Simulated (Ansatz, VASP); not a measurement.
## One calculation of Pd3PbC, two programs

File INCAR:

```
  ALGO = Normal
  EDIFF = 1E-7
  ENCUT = 520
  GGA = PE
  ISIF = 2
  ISMEAR = -1
  LASPH = True
  LCHARG = False
  LREAL = False
  LWAVE = False
  NBANDS = 32
  NELM = 80
  PREC = Accurate
  SIGMA = 0.1
```

File KPOINTS:

```
k-points
0
Gamma
  6 6 6
```

The input POSCAR:

```
Pd3PbC
1.0
    4.2111868041      0.0000000000      0.0000000000
    0.0000000000      4.2111868041      0.0000000000
    0.0000000000      0.0000000000      4.2111868041
Pd Pb C
3 1 1
Direct
    0.0000000000      0.5000000000      0.5000000000
    0.5000000000      0.5000000000      0.0000000000
    0.5000000000      0.0000000000      0.5000000000
    0.0000000000      0.0000000000      0.0000000000
    0.5000000000      0.5000000000      0.5000000000
```

Input for Ansatz:

```yaml
crystal:
  lattice:
    - [4.211186804132219, 0.0, 0.0]
    - [0.0, 4.211186804132219, 0.0]
    - [0.0, 0.0, 4.211186804132219]
  atoms:
    - { symbol: Pd, position: [0.0, 0.5, 0.5] }
    - { symbol: Pd, position: [0.5, 0.5, 0.0] }
    - { symbol: Pd, position: [0.5, 0.0, 0.5] }
    - { symbol: Pb, position: [0.0, 0.0, 0.0] }
    - { symbol: C, position: [0.5, 0.5, 0.5] }
basis:
  ecutwfc: 557.833418042754
kpoints:
  mp_grid:
    grid: [6, 6, 6]
scf:
  occupations:
    method: fermi_dirac
    width: 0.1
output:
  stress: true
```

Alike in both runs: task single point; functional PBE; k mesh 6 × 6 × 6; occupations fermi-dirac, width 0.1 eV; no spin polarisation.

|  | VASP | Ansatz |
| --- | --- | --- |
| version | VASP 6.6.1 | Ansatz 0.2.0 |
| potentials or method | VASP PAW PBE potentials, release 64 (Pd, Pb_d, C), cutoff 520 eV | plane waves, PAW |
| valence electrons in the cell | 48 | 72 |

```tsv
	VASP	Ansatz	Ansatz less VASP
pressure (GPa)	8.8	8.8	-0.04
```

The functional is the same, so the differences come from potentials, cutoffs and numerics. VASP's potentials hold 48 valence electrons a cell and Ansatz's 72, so a difference there can come from the potentials and not from the codes.

Spin-orbit coupling is off throughout.
